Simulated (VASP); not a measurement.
# As (R-3m) in VASP: further runs

The runs below take As through single point, with LDA.

All numbers are computed with VASP 6.6.1; they aren't measurements. Logs are shortened: lines on timing, memory, paths and dates and some standing lists are left out, and cuts for length are marked.

### 1 The cell of the first run

The structure is trigonal, space group R-3m (No. 166). Conventional cell: a = 3.759 Å, b = 3.759 Å, c = 10.562 Å, α = 90.00°, β = 90.00°, γ = 120.00°. Within 3.3 Å of As (site symmetry 3m) lie 6 As at 2.52 to 3.12 Å.

### 2 Single point, LDA (zz strain of +1 %)

Input file INCAR:

```
PREC = Accurate ; ENCUT = 520
EDIFF = 1E-7 ; ISMEAR = -1
SIGMA = 0.05 ; LREAL = False
LASPH = True ; NELM = 80
ALGO = Normal ; ISIF = 2
LWAVE = False ; LCHARG = False
GGA = CA ; NBANDS = 12
```

Input file KPOINTS:

```
regular mesh
0
Gamma
  13 13 13
```

Input file POSCAR:

```
As
1.0
    1.8797494575      1.0852738553      3.5206277000
   -1.8797494575      1.0852738553      3.5206277000
    0.0000000000     -2.1705477106      3.5206277000
As
2
Direct
    0.2275400000      0.2275400000      0.2275400000
    0.7724600000      0.7724600000      0.7724600000
```

Potentials or basis: VASP PAW LDA potentials, release 64 (As).

Started as:

```
$ cat potpaw_LDA.64/As/POTCAR > POTCAR
$ mpirun -np 1 vasp_std > vasp.out
```

OUTCAR:

```text
PREC = Accurate
   ENCUT = 520
   EDIFF = 1E-7
   ISMEAR = -1
   LREAL = False
   LASPH = True
   NELM = 80
   ISIF = 2
   GGA = CA

 ion  position               nearest neighbor table
   1  0.228  0.228  0.228-   2 2.52   2 2.52   2 2.52
   2  0.772  0.772  0.772-   1 2.52   1 2.52   1 2.52

  LATTYP: Found a trigonal (rhomboedric) cell.
 ALAT       =     4.1359517364
 COS(alpha) =     0.5868773489

  Lattice vectors:

 A1 = (   1.8797494575,   1.0852738553,   3.5206277000)
 A2 = (  -1.8797494575,   1.0852738553,   3.5206277000)
 A3 = (   0.0000000000,  -2.1705477106,   3.5206277000)

Analysis of symmetry for initial positions (statically):
=====================================================================
 Subroutine PRICEL returns:
 Original cell was already a primitive cell.

 Routine SETGRP: Setting up the symmetry group for a
 trigonal (rhombohedral) supercell.

 Subroutine GETGRP returns: Found 12 space group operations
 (whereof 12 operations were pure point group operations)
 out of a pool of 12 trial point group operations.

The static configuration has the point symmetry D_3d.

Analysis of symmetry for dynamics (positions and initial velocities):
=====================================================================
 Subroutine PRICEL returns:
 Original cell was already a primitive cell.

 Routine SETGRP: Setting up the symmetry group for a
 trigonal (rhombohedral) supercell.

 Subroutine GETGRP returns: Found 12 space group operations
 (whereof 12 operations were pure point group operations)
 out of a pool of 12 trial point group operations.

The dynamic configuration has the point symmetry D_3d.

 Subroutine INISYM returns: Found 12 space group operations
 (whereof 12 operations are pure point group operations),
 and found     1 'primitive' translations

----------------------------------------------------------------------------------------

                                     Primitive cell

  volume of cell :      43.0934

  direct lattice vectors                    reciprocal lattice vectors
     1.879749457  1.085273855  3.520627700     0.265992895  0.153571070  0.094680086
    -1.879749457  1.085273855  3.520627700    -0.265992895  0.153571070  0.094680086
     0.000000000 -2.170547711  3.520627700     0.000000000 -0.307142139  0.094680086

  length of vectors
     4.135951736  4.135951736  4.135951736     0.321404126  0.321404126  0.321404126

  position of ions in fractional coordinates (direct lattice)
     0.227540000  0.227540000  0.227540000
     0.772460000  0.772460000  0.772460000

  ion indices of the primitive-cell ions
   primitive index   ion index
                 1           1
                 2           2

----------------------------------------------------------------------------------------

 KPOINTS: regular mesh

Automatic generation of k-mesh.
 Grid dimensions read from file:
 generate k-points for:   13   13   13

 Generating k-lattice:

  Cartesian coordinates                     Fractional coordinates (reciprocal lattice)
     0.020460992  0.011813159  0.007283084     0.076923077  0.000000000 -0.000000000
    -0.020460992  0.011813159  0.007283084     0.000000000  0.076923077 -0.000000000
     0.000000000 -0.023626318  0.007283084    -0.000000000 -0.000000000  0.076923077

  Length of vectors
     0.024723394  0.024723394  0.024723394

  Shift w.r.t. Gamma in fractional coordinates (k-lattice)
     0.000000000  0.000000000  0.000000000

 Subroutine IBZKPT returns following result:
 ===========================================

 Found    231 irreducible k-points:

 Following reciprocal coordinates:
            Coordinates               Weight
  0.000000  0.000000  0.000000      1.000000
  0.076923  0.000000 -0.000000      6.000000
  0.153846  0.000000 -0.000000      6.000000
  0.230769 -0.000000 -0.000000      6.000000
  0.307692  0.000000 -0.000000      6.000000
  0.384615 -0.000000 -0.000000      6.000000
[... 16 lines left out ...]
  0.384615  0.153846 -0.000000     12.000000
  0.461538  0.153846 -0.000000     12.000000
 [... further k-points ...]
   k-points           NKPTS =    231   k-points in BZ     NKDIM =    231   number of bands    NBANDS=     12
   number of dos      NEDOS =    301   number of ions     NIONS =      2
   total plane-waves  NPLWV =  32768
   dimension x,y,z NGX =    32 NGY =   32 NGZ =   32
   dimension x,y,z NGXF=    64 NGYF=   64 NGZF=   64
   ions per type =               2
   NGX,Y,Z   is equivalent  to a cutoff of  12.86, 12.86, 12.86 a.u.
   NGXF,Y,Z  is equivalent  to a cutoff of  25.73, 25.73, 25.73 a.u.
 SYSTEM =  unknown system
   PREC   = accura    normal or accurate (medium, high low for compatibility)
   ISTART =      0    job   : 0-new  1-cont  2-samecut
   ICHARG =      2    charge: 1-file 2-atom 10-const
   ISPIN  =      1    spin polarized calculation?
   LNONCOLLINEAR =      F non collinear calculations
   LSORBIT =      F    spin-orbit coupling
   LASPH  =      T    aspherical Exc in radial PAW
   ENCUT  =  520.0 eV  38.22 Ry    6.18 a.u.   7.69  7.69  7.69*2*pi/ulx,y,z
   NELM   =     80;   NELMIN=  2; NELMDL= -5     # of ELM steps
   EDIFF  = 0.1E-06   stopping-criterion for ELM
   LREAL  =      F    real-space projection
   EDIFFG = 0.1E-05   stopping-criterion for IOM
   NSW    =      0    number of steps for IOM
   IBRION =     -1    ionic relax: 0-MD 1-quasi-New 2-CG
   NFREE  =      0    steps in history (QN), initial steepest desc. (CG)
   ISIF   =      2    stress and relaxation
   ISYM   =      2    0-nonsym 1-usesym 2-fastsym
   POTIM  = 0.5000    time-step for ionic-motion
   TEBEG  =    0.0;   TEEND  =   0.0 temperature during run
   PSTRESS=    0.0 pullay stress
   NELECT =      10.0000    total number of electrons
   NUPDOWN=      -1.0000    fix difference up-down
   EMIN   =  10.00;   EMAX   =-10.00  energy-range for DOS
   EFERMI =   0.00;   METHOD = LEGACY
   ISMEAR =    -1;   SIGMA  =   0.05  broadening in eV -4-tet -1-fermi 0-gaus
   EFERMI_NEDOS =   21; number of points for ismear=-14 and -15
   IALGO  =     38    algorithm
   IMIX   =      4    mixing-type and parameters
     AMIX     =   0.40;   BMIX     =  1.00
     AMIX_MAG =   1.60;   BMIX_MAG =  1.00
  volume/ion in A,a.u.               =      21.55       145.40
  Fermi-wavevector in a.u.,A,eV,Ry     =   1.006015  1.901093 13.770006  1.012067
  Thomas-Fermi vector in A             =   2.138731
   LORBIT       =      0    0 simple, 1 ext, 2 COOP (PROOUT), +10 PAW based schemes
   GGA     = CA    functional components
   LHFCALC =     F    Hartree Fock is set to
   AEXX    =    0.0000 exact exchange contribution
   IVDW    =     0    specifies the selected vdW correction
   LEPSILON=     F    determine dielectric tensor
   LRPA    =     F    only Hartree local field effects (RPA)
 non-spin polarized calculation
  energy-cutoff  :      520.00
  volume of cell :       43.09
 maximum number of plane-waves:      1173
   NGX = 15   NGY = 15   NGZ = 15

 number of electron      10.0000000 magnetization

 number of electron       9.9999999 magnetization

 Free energy of the ion-electron system (eV)
  ---------------------------------------------------
  ext. energy  EPLUGINS =         0.00000000
  ---------------------------------------------------
  free energy    TOTEN  =       -10.76185876 eV

  energy without entropy =      -10.76067817  energy(sigma->0) =      -10.76126847

 E-fermi :   5.4905     XC(G=0): -10.1597

 val. band max:        5.4221547032   @ k =   0.4615   0.0769   0.0769
 cond. band min:       5.5628603506   @ k =   0.3846   0.1538   0.1538
 fundamental gap:      0.1407056474
 Fermi energy:         5.4904546649

 k-point     1 :       0.0000    0.0000    0.0000
  band No.  band energies     occupation
      1      -9.5847      2.00000
      2      -0.4816      2.00000
      3       2.8509      2.00000
      4       3.4916      2.00000
      5       3.4916      2.00000
      6       7.1648      0.00000
      7       8.3425      0.00000
      8       8.3425      0.00000
      9      12.2757      0.00000
     10      12.2757      0.00000
     11      12.6191      0.00000
     12      14.1883      0.00000

 k-point     2 :       0.0769    0.0000   -0.0000
  band No.  band energies     occupation
      1      -9.5054      2.00000
      2      -0.7504      2.00000
      3       2.9024      2.00000
      4       3.4177      2.00000
      5       3.4323      2.00000
      6       7.3279      0.00000
      7       8.1564      0.00000
      8       8.2710      0.00000
      9      11.6970      0.00000
     10      12.1830      0.00000
     11      12.1957      0.00000
     12      14.7351      0.00000

 k-point     3 :       0.1538    0.0000   -0.0000
  band No.  band energies     occupation
      1      -9.2688      2.00000
      2      -1.4640      2.00000
      3       2.8428      2.00000
      4       3.2802      2.00000
      5       3.4976      2.00000
      6       7.3049      0.00000
      7       7.8673      0.00000
      8       8.0214      0.00000
      9      11.1415      0.00000
     10      11.8300      0.00000
     11      12.3326      0.00000
     12      15.8750      0.00000
[... 286 lines left out ...]
 k-point    23 :       0.3846    0.1538   -0.0000
  band No.  band energies     occupation
      1      -7.9722      2.00000
      2      -3.8170      2.00000
      3       1.5066      2.00000
      4       1.9286      2.00000
      5       3.7339      2.00000
      6       7.1764      0.00000
      7       7.8047      0.00000
      8       8.2721      0.00000
      9      10.9457      0.00000
     10      14.2012      0.00000
     11      15.8997      0.00000
     12      16.7663      0.00000

 k-point    24 :       0.4615    0.1538   -0.0000
  band No.  band energies     occupation
      1      -7.3101      2.00000
      2      -4.7680      2.00000
      3       1.2899      2.00000
      4       1.9617      2.00000
      5       3.5978      2.00000
      6       7.0179      0.00000
      7       7.2509      0.00000
      8       8.3226      0.00000
      9      12.1041      0.00000
     10      14.9488      0.00000
     11      15.5077      0.00000
     12      17.4782      0.00000

 [... further k-points ...]
[... 5 lines left out ...]
  --------------------------------------------------------------------------------------
  -------------------------------------------------------------------------------------
  Total       -0.3353910     -0.3353910     -0.7007627      0.0000000     -0.0000000      0.0000000
  in kB      -12.4695649    -12.4695649    -26.0537876      0.0000000     -0.0000000      0.0000000
  external PRESSURE =     -16.9976392 kB  Pullay stress =       0.0000000 kB

 VOLUME and BASIS-vectors are now :
 -----------------------------------------------------------------------------
  energy-cutoff  :      520.00
  volume of cell :       43.09
      direct lattice vectors                 reciprocal lattice vectors
     1.879749457  1.085273855  3.520627700     0.265992895  0.153571070  0.094680086
    -1.879749457  1.085273855  3.520627700    -0.265992895  0.153571070  0.094680086
     0.000000000 -2.170547711  3.520627700     0.000000000 -0.307142139  0.094680086

 POSITION                                       TOTAL-FORCE (eV/Angst)
 -----------------------------------------------------------------------------------
      0.00000      0.00000      2.40325         0.000000      0.000000      0.041796
      0.00000      0.00000      8.15863         0.000000      0.000000     -0.041796
 -----------------------------------------------------------------------------------
    total drift:                               -0.000000      0.000000     -0.000000

  FREE ENERGIE OF THE ION-ELECTRON SYSTEM (eV)
  ---------------------------------------------------
  free  energy   TOTEN  =       -10.7618587629 eV

  energy  without entropy=      -10.7606781710  energy(sigma->0) =      -10.76126847
```

It took 70 s on 1 thread of Intel Xeon Platinum 8259CL at 2.50GHz (Skylake/Cascade Lake), shared host; peak memory 0.22 GiB.

What came out:

| Property | Result |
| --- | --- |
| Free energy | -10.7619 eV |
| Pressure | -1.7 GPa |
| Largest force | 0.042 eV/Å |
| Band gap on the k mesh | zero (band 5 reaches 5.65 eV, above the bottom of band 6 at 5.24 eV) |

Forces on the atoms (eV/Å):
```
As   0.000  0.000  0.042
As   0.000  0.000 -0.042
```

Stress tensor (GPa, compression positive):
```
-1.25  0.00  0.00
 0.00 -1.25  0.00
 0.00  0.00 -2.61
```

Levels at points of the mesh, in eV from the Fermi level:
```
           k point  band 3  band 4  band 5  band 6  band 7  band 8
(0.00, 0.00, 0.00)   -2.64   -2.00   -2.00    1.67    2.85    2.85
```

Caveat: the cell differs from its parent crystal (zz strain of +1 %).

### 3 Single point, LDA (volume scaled by 1.02)

Input file INCAR:

```
SYSTEM = As
ALGO     = Normal         ! electronic algorithm
EDIFF    = 1E-7           ! SCF threshold, eV
ENCUT    = 520            ! plane-wave cutoff, eV
ISIF     = 2              ! what is computed and relaxed
ISMEAR   = -1             ! smearing method
LASPH    = .TRUE.         ! aspherical terms in the spheres
LCHARG   = .FALSE.        ! write CHGCAR
LREAL    = .FALSE.        ! projectors in reciprocal space
LWAVE    = .FALSE.        ! write WAVECAR
NBANDS   = 12             ! bands
NELM     = 100            ! most SCF steps
PREC     = Accurate       ! precision mode
SIGMA    = 0.05           ! smearing width, eV
```

Input file KPOINTS:

```
k-points
0
G
  13 13 13
  0 0 0
```

Input file POSCAR:

```
As
1.0
    1.8921984922      1.0924613088      3.5088552423
   -1.8921984922      1.0924613088      3.5088552423
    0.0000000000     -2.1849226177      3.5088552423
As
2
Direct
    0.2275400000      0.2275400000      0.2275400000
    0.7724600000      0.7724600000      0.7724600000
```

Potentials or basis: VASP PAW LDA potentials, release 64 (As).

Started as:

```
$ cat potpaw_LDA.64/As/POTCAR > POTCAR
$ mpirun -np 1 vasp_std > vasp.out
```

It took 65 s on 1 thread of Intel Xeon Platinum 8259CL at 2.50GHz (Skylake/Cascade Lake), shared host; peak memory 0.22 GiB.

Results (log left out):

| Item | Value |
| --- | --- |
| Free energy | -10.7579 eV |
| Pressure | -2.6 GPa |
| Largest force | 0.010 eV/Å |
| Band gap on the k mesh | zero (band 5 reaches 5.47 eV, above the bottom of band 6 at 5.13 eV) |

Forces on the atoms (eV/Å):
```
As   0.000  0.000  0.010
As   0.000  0.000 -0.010
```

Stress tensor (GPa, compression positive):
```
-2.40  0.00  0.00
 0.00 -2.40  0.00
 0.00  0.00 -2.96
```

Levels at points of the mesh, in eV from the Fermi level:
```csv
k point,band 1,band 2,band 3,band 4,band 5,band 6,band 7,band 8,band 9,band 10
"(0.00, 0.00, 0.00)",-14.95,-5.97,-2.50,-1.99,-1.99,1.70,2.86,2.86,6.77,6.77
```
